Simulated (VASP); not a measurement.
# MnAs (F-43m) in VASP: notebook, part 2 of 2

VASP 6.6.1.

### 5 Single point, PBEsol, collinear spin, ferromagnetic start (21.59 Å³/atom)

This run uses another cell than the first one, of 21.59 Å³/atom.

File INCAR:

```
SYSTEM = MnAs
PREC = Accurate ; ENCUT = 520
EDIFF = 1E-7 ; ISMEAR = 0
SIGMA = 0.05 ; LREAL = .False.
LASPH = .True. ; NELM = 150
ALGO = Normal ; ISIF = 2
LWAVE = .False. ; LCHARG = .False.
ISPIN = 2 ; MAGMOM = 3.54 0
LORBIT = 11 ; LMAXMIX = 4
GGA = PS ; NBANDS = 20
```

File KPOINTS:

```
regular mesh
0
Gamma
  12 12 12
  0 0 0
```

File POSCAR:

```
MnAs
1.0
    0.0000000000      2.7846079465      2.7846079465
    2.7846079465      0.0000000000      2.7846079465
    2.7846079465      2.7846079465      0.0000000000
Mn As
1 1
Direct
    0.0000000000      0.0000000000      0.0000000000
    0.2500000000      0.2500000000      0.2500000000
```

Potentials or basis: VASP PAW PBE potentials, release 64 (Mn_pv, As).

Command:

```sh
$ cat potpaw_PBE.64/Mn_pv/POTCAR potpaw_PBE.64/As/POTCAR > POTCAR
$ mpirun -np 1 vasp_std > vasp.out
```

OUTCAR:

```text
SYSTEM = MnAs
   PREC = Accurate
   ENCUT = 520
   EDIFF = 1E-7
   ISMEAR = 0
   LREAL = .False.
   LASPH = .True.
   NELM = 150
   ISIF = 2
   ISPIN = 2
   LORBIT = 11
   GGA = PS

 ion  position               nearest neighbor table
   1  0.000  0.000  0.000-   2 2.41   2 2.41   2 2.41   2 2.41
   2  0.250  0.250  0.250-   1 2.41   1 2.41   1 2.41   1 2.41

  LATTYP: Found a face centered cubic cell.
 ALAT       =     5.5692158930

  Lattice vectors:

 A1 = (   0.0000000000,   2.7846079465,   2.7846079465)
 A2 = (   2.7846079465,   0.0000000000,   2.7846079465)
 A3 = (   2.7846079465,   2.7846079465,   0.0000000000)

Analysis of symmetry for initial positions (statically):
=====================================================================
 Subroutine PRICEL returns:
 Original cell was already a primitive cell.

 Routine SETGRP: Setting up the symmetry group for a
 face centered cubic supercell.

 Subroutine GETGRP returns: Found 24 space group operations
 (whereof 24 operations were pure point group operations)
 out of a pool of 48 trial point group operations.

The static configuration has the point symmetry T_d .

Analysis of symmetry for dynamics (positions and initial velocities):
=====================================================================
 Subroutine PRICEL returns:
 Original cell was already a primitive cell.

 Routine SETGRP: Setting up the symmetry group for a
 face centered cubic supercell.

 Subroutine GETGRP returns: Found 24 space group operations
 (whereof 24 operations were pure point group operations)
 out of a pool of 48 trial point group operations.

The dynamic configuration has the point symmetry T_d .

Analysis of structural, dynamic, and magnetic symmetry:
=====================================================================
 Subroutine PRICEL returns:
 Original cell was already a primitive cell.

 Routine SETGRP: Setting up the symmetry group for a
 face centered cubic supercell.

 Subroutine GETGRP returns: Found 24 space group operations
 (whereof 24 operations were pure point group operations)
 out of a pool of 48 trial point group operations.

The overall configuration has the point symmetry T_d .

 Subroutine INISYM returns: Found 24 space group operations
 (whereof 24 operations are pure point group operations),
 and found     1 'primitive' translations

----------------------------------------------------------------------------------------

                                     Primitive cell

  volume of cell :      43.1839

  direct lattice vectors                    reciprocal lattice vectors
     0.000000000  2.784607946  2.784607946    -0.179558491  0.179558491  0.179558491
     2.784607946  0.000000000  2.784607946     0.179558491 -0.179558491  0.179558491
     2.784607946  2.784607946  0.000000000     0.179558491  0.179558491 -0.179558491

  length of vectors
     3.938030324  3.938030324  3.938030324     0.311004429  0.311004429  0.311004429

  position of ions in fractional coordinates (direct lattice)
     0.000000000  0.000000000  0.000000000
     0.250000000  0.250000000  0.250000000

  ion indices of the primitive-cell ions
   primitive index   ion index
                 1           1
                 2           2

----------------------------------------------------------------------------------------

[... 59 lines left out ...]
 SYSTEM =  MnAs
   PREC   = accura    normal or accurate (medium, high low for compatibility)
   ISTART =      0    job   : 0-new  1-cont  2-samecut
   ICHARG =      2    charge: 1-file 2-atom 10-const
   ISPIN  =      2    spin polarized calculation?
   LNONCOLLINEAR =      F non collinear calculations
   LSORBIT =      F    spin-orbit coupling
   LASPH  =      T    aspherical Exc in radial PAW
   ENCUT  =  520.0 eV  38.22 Ry    6.18 a.u.   7.32  7.32  7.32*2*pi/ulx,y,z
   NELM   =    150;   NELMIN=  2; NELMDL= -5     # of ELM steps
   EDIFF  = 0.1E-06   stopping-criterion for ELM
   LREAL  =      F    real-space projection
   EDIFFG = 0.1E-05   stopping-criterion for IOM
   NSW    =      0    number of steps for IOM
   IBRION =     -1    ionic relax: 0-MD 1-quasi-New 2-CG
   NFREE  =      0    steps in history (QN), initial steepest desc. (CG)
   ISIF   =      2    stress and relaxation
   ISYM   =      2    0-nonsym 1-usesym 2-fastsym
   POTIM  = 0.5000    time-step for ionic-motion
   TEBEG  =    0.0;   TEEND  =   0.0 temperature during run
   PSTRESS=    0.0 pullay stress
   NELECT =      18.0000    total number of electrons
   NUPDOWN=      -1.0000    fix difference up-down
   EMIN   =  10.00;   EMAX   =-10.00  energy-range for DOS
   EFERMI =   0.00;   METHOD = LEGACY
   ISMEAR =     0;   SIGMA  =   0.05  broadening in eV -4-tet -1-fermi 0-gaus
   EFERMI_NEDOS =   21; number of points for ismear=-14 and -15
   IALGO  =     38    algorithm
   IMIX   =      4    mixing-type and parameters
     AMIX     =   0.40;   BMIX     =  1.00
     AMIX_MAG =   1.60;   BMIX_MAG =  1.00
  volume/ion in A,a.u.               =      21.59       145.71
  Fermi-wavevector in a.u.,A,eV,Ry     =   1.222902  2.310949 20.347363  1.495489
  Thomas-Fermi vector in A             =   2.358032
   LORBIT       =     11    0 simple, 1 ext, 2 COOP (PROOUT), +10 PAW based schemes
   GGA     = PS    functional components
   LHFCALC =     F    Hartree Fock is set to
   AEXX    =    0.0000 exact exchange contribution
   IVDW    =     0    specifies the selected vdW correction
   LEPSILON=     F    determine dielectric tensor
   LRPA    =     F    only Hartree local field effects (RPA)
 spin polarized calculation
 Gauss-broadening in eV      SIGMA  =   0.05
  energy-cutoff  :      520.00
  volume of cell :       43.18
 maximum number of plane-waves:      1211
 NGX is ok and might be reduce to    30
   NGX = 15   NGY = 15   NGZ = 15

 number of electron      17.9999991 magnetization       3.5126908

 Free energy of the ion-electron system (eV)
  ---------------------------------------------------
  ext. energy  EPLUGINS =         0.00000000
  ---------------------------------------------------
  free energy    TOTEN  =       -14.15871026 eV

  energy without entropy =      -14.15621286  energy(sigma->0) =      -14.15746156

 E-fermi :   4.0593     XC(G=0):  -9.9690

 val. band max:        4.0570969784   @ k =   0.4167   0.2500   0.0833
 cond. band min:       4.0663843796   @ k =  -0.3333   0.3333   0.0000
 fundamental gap:      0.0092874011
 Fermi energy:         4.0592834216

 spin component 1

 k-point     1 :       0.0000    0.0000    0.0000
  band No.  band energies     occupation
      1     -45.8333      1.00000
      2     -45.8333      1.00000
      3     -45.8333      1.00000
      4      -7.7671      1.00000
      5       0.2964      1.00000
      6       0.2964      1.00000
[... 541 lines left out ...]
     19      17.3736      0.00000
     20      20.6758      0.00000

 [... further k-points ...]

 spin component 2

 k-point     1 :       0.0000    0.0000    0.0000
  band No.  band energies     occupation
      1     -42.2283      1.00000
      2     -42.2283      1.00000
      3     -42.2283      1.00000
      4      -7.7207      1.00000
      5       1.9482      1.00000
      6       1.9483      1.00000
[... 541 lines left out ...]
     19      17.9581      0.00000
     20      21.1006      0.00000

 [... further k-points ...]
[... 5 lines left out ...]
  --------------------------------------------------------------------------------------
  -------------------------------------------------------------------------------------
  Total       -0.3232575     -0.3232575     -0.3232575     -0.0000000      0.0000000     -0.0000000
  in kB      -11.9932531    -11.9932531    -11.9932531     -0.0000000      0.0000000     -0.0000000
  external PRESSURE =     -11.9932531 kB  Pullay stress =       0.0000000 kB

 VOLUME and BASIS-vectors are now :
 -----------------------------------------------------------------------------
  energy-cutoff  :      520.00
  volume of cell :       43.18
      direct lattice vectors                 reciprocal lattice vectors
     0.000000000  2.784607946  2.784607946    -0.179558491  0.179558491  0.179558491
     2.784607946  0.000000000  2.784607946     0.179558491 -0.179558491  0.179558491
     2.784607946  2.784607946  0.000000000     0.179558491  0.179558491 -0.179558491

 POSITION                                       TOTAL-FORCE (eV/Angst)
 -----------------------------------------------------------------------------------
      0.00000      0.00000      0.00000        -0.000000     -0.000000     -0.000000
      1.39230      1.39230      1.39230         0.000000      0.000000      0.000000
 -----------------------------------------------------------------------------------
    total drift:                               -0.000000     -0.000000      0.000000

  FREE ENERGIE OF THE ION-ELECTRON SYSTEM (eV)
  ---------------------------------------------------
  free  energy   TOTEN  =       -14.1587102582 eV

  energy  without entropy=      -14.1562128627  energy(sigma->0) =      -14.15746156

 total charge

# of ion       s       p       d       tot
------------------------------------------
    1        0.334   6.238   4.998  11.571
    2        1.230   1.577   0.040   2.847
--------------------------------------------------
tot          1.564   7.815   5.039  14.418

 magnetization (x)

# of ion       s       p       d       tot
------------------------------------------
    1        0.054   0.036   3.375   3.464
    2       -0.003  -0.170   0.019  -0.154
--------------------------------------------------
tot          0.051  -0.134   3.394   3.310
```

Wall time 62 s (1 thread of AMD EPYC 9R45 (Zen 5), shared host); peak memory 0.22 GiB.

Results:

* Free energy: -14.1587 eV
* Pressure: -1.2 GPa
* Net moment: 3.51 μB per cell
* Site moments: Mn +3.46; As -0.15 μB
* Valence electrons inside the program's atomic spheres: Mn 11.57; As 2.85

Caveat: the PAW data sets were made with another functional, which shifts forces and pressure a little; a cell with one magnetic atom can't hold antiferromagnetic order, which such compounds often take.

### 6 The runs side by side

| cell | gap on the mesh (eV) | pressure (GPa) | moment (μB) |
| --- | --- | --- | --- |
| a = 3.834 Å, angles 60.0°, 2 atoms | none | 2.8 | 3.15 |
| a = 3.861 Å, angles 60.0°, 2 atoms | none | 1.5 | 3.21 |
| a = 3.913 Å, angles 60.0°, 2 atoms | none | -0.7 | 3.38 |
| a = 3.938 Å, angles 60.0°, 2 atoms | none | -1.2 | 3.51 |

Alike in all rows: task single point; level PBEsol; potentials or basis VASP PAW PBE potentials, release 64 (Mn_pv, As); spin collinear, ferromagnetic start; k mesh 12 × 12 × 12; cutoff (eV) 520; smearing gaussian 0.05 eV.

Caveats: the PAW data sets were made with another functional, which shifts forces and pressure a little; a cell with one magnetic atom can't hold antiferromagnetic order, which such compounds often take.

Absolute energies hang on the potentials; compare differences alone.

The gap in the log of VASP goes by the Fermi energy; the results here count the filled bands.